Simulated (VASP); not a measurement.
Input of a VASP 6.6.1 run:

The input POSCAR:

```
Ni
1.0
    2.4669030544      0.0000000000      0.0000000000
   -1.2334515272      2.1364007138      0.0000000000
    0.0000000000      0.0000000000      8.0325835652
Ni
4
Direct
    0.0000000000      0.0000000000      0.0000000000
    0.0000000000      0.0000000000      0.5000000000
    0.3333333333      0.6666666667      0.7500000000
    0.6666666667      0.3333333333      0.2500000000
```

INCAR.step1

```
SYSTEM = Ni
PREC = Accurate
ENCUT = 600
ISMEAR = 0
SIGMA = 0.1
LREAL = .FALSE.
LASPH = .TRUE.
NELM = 150
ISPIN = 2
MAGMOM = 0.96 0.96 0.96 0.96
LMAXMIX = 4
GGA = PE
ALGO = Normal
EDIFF = 1E-4
LWAVE = .TRUE.
LCHARG = .FALSE.
KPAR = 4
```

The input INCAR.step2:

```
SYSTEM = Ni
PREC = Accurate
ENCUT = 600
EDIFF = 1E-6
ISMEAR = 0
SIGMA = 0.1
LREAL = .FALSE.
LASPH = .TRUE.
NELM = 150
ALGO = Normal
ISIF = 3
LWAVE = .FALSE.
LCHARG = .FALSE.
ISPIN = 2
MAGMOM = 0.96 0.96 0.96 0.96
LORBIT = 11
LMAXMIX = 4
METAGGA = R2SCAN
LMIXTAU = .TRUE.
IBRION = 2
NSW = 100
EDIFFG = -0.01
ISTART = 1
KPAR = 4
```

File KPOINTS:

```
regular mesh
0
G
  21 21 6
  0 0 0
```

Potentials or basis: VASP PAW PBE potentials, release 64 (Ni).

Command:

```sh
$ cat potpaw_PBE.64/Ni/POTCAR > POTCAR
$ cp INCAR.step1 INCAR
$ mpirun -np 4 vasp_std > vasp.out
$ cp INCAR.step2 INCAR
$ mpirun -np 4 vasp_std > vasp.out
```

Problem. What does it give for the space group after relaxing (to 0.1 Å)?

Solution. P6_3/mmc (No. 194).

Problem. What does it give for the relaxed volume?

Solution. 10.56 Å³/atom.

Step by step:
| step | energy change (eV) | largest force (eV/Å) | pressure (GPa) | volume (Å³) |
| --- | --- | --- | --- | --- |
| 1 | 0.0000 | 0.0000 | -0.46 | 42.33 |
| 2 | -0.0019 | 0.0000 | 0.34 | 42.15 |
| 3 | -0.0019 | 0.0000 | 0.46 | 42.15 |
| 4 | -0.0019 | 0.0000 | 0.44 | 42.16 |
| 5 | -0.0020 | 0.0000 | -0.27 | 42.30 |
| 6 | -0.0021 | 0.0000 | -0.18 | 42.26 |
| 7 | -0.0020 | 0.0000 | 0.05 | 42.23 |

Caveat: the PAW data sets were made with another functional, which shifts forces and pressure a little.
